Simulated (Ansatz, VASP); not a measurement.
## Two plane-wave programs on Rh

```
Rh
1.0
     2.66280    0.00000    0.00000
    -1.33140    2.30605    0.00000
     0.00000    0.00000    4.28999
Rh
2
Cartesian
  0.0000 1.5374 1.0725
  1.3314 0.7687 3.2175
```

Alike in both runs: task single point; functional revPBE; k mesh 15 × 15 × 8; occupations fermi-dirac, width 0.1 eV; no spin polarisation.

|  | VASP | Ansatz |
| --- | --- | --- |
| version | VASP 6.6.1 | Ansatz 0.2.0 |
| potentials or method | VASP PAW PBE potentials, release 64 (Rh_pv), cutoff 520 eV | plane waves (420 eV) with PAW, scalar-relativistic |
| valence electrons in the cell | 30 | 34 |

VASP gave:

* pressure (GPa): 24.8
* traceless stress, the component that is largest in VASP (GPa): 0.33

Task: What did Ansatz give for the same quantities?

Result: Pressure (GPa): 24.6; traceless stress, the component that is largest in VASP (GPa): 0.32.

VASP's potentials were made for PBE, not for revPBE. VASP's potentials hold 30 valence electrons a cell and Ansatz's 34, so a difference there can come from the potentials and not from the codes.
